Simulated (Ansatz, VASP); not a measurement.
## BaTiO3: VASP beside Ansatz

File INCAR:

```
ALGO     = Normal         # electronic algorithm
EDIFF    = 1E-6           # SCF threshold, eV
ENCUT    = 520            # plane-wave cutoff, eV
GGA      = PE             # functional
ISIF     = 2              # what is computed and relaxed
ISMEAR   = 0              # smearing method
LASPH    = True           # aspherical terms in the spheres
LCHARG   = False          # write CHGCAR
LDAU     = True           # DFT+U
LDAUJ    = 0 0 0        
LDAUL    = -1 2 -1        # shell
LDAUPRINT= 1            
LDAUTYPE = 2            
LDAUU    = 0 2 0          # U, eV
LMAXMIX  = 4              # l up to which the mixer works
LREAL    = False          # projectors in reciprocal space
LWAVE    = False          # write WAVECAR
NBANDS   = 28             # bands
NELM     = 150            # most SCF steps
PREC     = Accurate       # precision mode
SIGMA    = 0.01           # smearing width, eV
```

File KPOINTS:

```
k-points
0
Gamma
  6 6 6
```

File POSCAR:

```
BaTiO3
1.0
    4.0060000000      0.0000000000      0.0000000000
    0.0000000000      4.0060000000      0.0000000000
    0.0000000000      0.0000000000      4.0060000000
Ba Ti O
1 1 3
Direct
    0.5000000000      0.5000000000      0.5000000000
    0.0000000000      0.0000000000      0.0000000000
    0.5000000000      0.0000000000      0.0000000000
    0.0000000000      0.5000000000      0.0000000000
    0.0000000000      0.0000000000      0.5000000000
```

Input for Ansatz:

```yaml
crystal:
  lattice:
    a: 4.006
    b: 4.006
    c: 4.006
    alpha: 90.0
    beta: 90.0
    gamma: 90.0
  atoms:
    - { symbol: Ba, position: [0.5, 0.5, 0.5] }
    - { symbol: Ti, position: [0.0, 0.0, 0.0] }
    - { symbol: O, position: [0.5, 0.0, 0.0] }
    - { symbol: O, position: [0.0, 0.5, 0.0] }
    - { symbol: O, position: [0.0, 0.0, 0.5] }
basis:
  ecutwfc: 450.0
kpoints:
  mp_grid:
    grid: [6, 6, 6]
hamiltonian:
  xc: pbe
  hubbard:
    - { species: Ti, l: d, u_eff: 2.0 }
scf:
  convergence:
    dr2_threshold: 1.0e-09
  occupations:
    method: fixed
output:
  eigenvalues: true
```

Alike in both runs: task single point; functional PBE; k mesh 6 × 6 × 6; no spin polarisation; Hubbard terms Ti d U = 2.0 eV.

|  | VASP | Ansatz |
| --- | --- | --- |
| version | VASP 6.6.1 | Ansatz 0.2.0 |
| potentials or method | VASP PAW PBE potentials, release 64 (Ba_sv, Ti_sv, O), cutoff 520 eV | plane waves, PAW |
| occupations | gaussian, width 0.01 eV | fixed |
| valence electrons in the cell | 40 | 40 |

```csv
,VASP,Ansatz,Ansatz less VASP
gap on the k mesh at the Fermi level (eV),1.96,2.01,+0.048
```

The programs project onto different local orbitals, so the same U acts differently, and such runs can settle in different states.

Spin-orbit coupling is off throughout.
